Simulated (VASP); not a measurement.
Wanted: the native input for a VASP 6.6.1 run.

```yaml
Task: single point
Functional: PBE
Potentials_or_basis: VASP PAW PBE potentials, release 64 (Al, O)
Cutoff: 520 eV
k_mesh: 4 × 4 × 4
Occupations: gaussian, width 0.1 eV
Spin: no spin polarisation
Dipole_correction: no
Further_INCAR_settings: ALGO = Normal; EDIFF = 1e-06; NBANDS = 35
```

The structure of Al2O3 lies in POSCAR:

```
Al2O3
1.0
   -2.7976853200      2.7976853200      9.6914659500
    2.7976853200     -2.7976853200      9.6914659500
    2.7976853200      2.7976853200     -9.6914659500
Al O
4 6
Direct
    0.0833333400      0.0833333400      0.0000000000
    0.8333333400      0.3333333400      0.5000000000
    0.9166666600      0.9166666600      0.0000000000
    0.6666666600      0.1666666600      0.5000000000
    0.0000000000      0.0000000000      0.0000000000
    0.3750000000      0.1250000000      0.2500000000
    0.8750000000      0.1250000000      0.7500000000
    0.8750000000      0.1250000000      0.2500000000
    0.8750000000      0.6250000000      0.7500000000
    0.7500000000      0.2500000000      0.5000000000
```

The cell was built from a structure type or drawn by symmetry, and may not be a known phase.

These files were run (other wordings do the same):

INCAR

```
  PREC = Accurate
  ENCUT = 520
  EDIFF = 1E-6
  ISMEAR = 0
  SIGMA = 0.1
  LREAL = False
  LASPH = True
  NELM = 100
  ALGO = Normal
  ISIF = 2
  LWAVE = False
  LCHARG = False
  GGA = PE
  NBANDS = 35
```

KPOINTS

```
regular mesh
0
Gamma
  4 4 4
```

Potentials or basis: VASP PAW PBE potentials, release 64 (Al, O).

The run is started by

```bash
$ cat potpaw_PBE.64/Al/POTCAR potpaw_PBE.64/O/POTCAR > POTCAR
$ mpirun -np 1 vasp_std > vasp.out
```

Results of the run:

| Quantity | Value |
| --- | --- |
| Pressure | 9.2 GPa |
| Largest force | 0.036 eV/Å |
| Band gap on the k mesh | 3.58 eV |

Caveat: the cell stands under pressure.

It took 14 min on 1 thread of AMD EPYC 7R13, on a shared host, peak memory 0.97 GiB.
